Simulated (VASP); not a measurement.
Input of a VASP 6.6.1 run:

INCAR

```
ALGO = Normal
EDIFF = 1E-6
ENCUT = 520
GGA = PS
ISIF = 2
ISMEAR = -1
LASPH = True
LCHARG = False
LREAL = False
LWAVE = False
NBANDS = 22
NELM = 100
PREC = Accurate
SIGMA = 0.03
```

The input KPOINTS:

```
k-points
0
Gamma
  10 10 10
```

POSCAR

```
Bi
1.0
    2.3029109990      1.3295862852      4.0060322827
   -2.3029109990      1.3295862852      4.0060322827
    0.0000000000     -2.6591725704      4.0060322827
Bi
2
Direct
    0.2338900000      0.2338900000      0.2338900000
    0.7661100000      0.7661100000      0.7661100000
```

Potentials or basis: VASP PAW PBE potentials, release 64 (Bi_d).

The run is started by

```bash
$ cat potpaw_PBE.64/Bi_d/POTCAR > POTCAR
$ mpirun -np 1 vasp_std > vasp.out
```

What does it give for the pressure?

-2.4 GPa.

What does it give for the band gap on the k mesh?

Zero (bands 15 and 16 overlap by 0.19 eV).

Predict the largest force.

0.052 eV/Å.

Forces in eV/Å, atoms in the order of the input:
```
Bi   0.000  0.000 -0.052
Bi   0.000  0.000  0.052
```

Caveat: the PAW data sets were made with another functional, which shifts forces and pressure a little; spin-orbit coupling is left out, which moves the levels of the heavy elements.
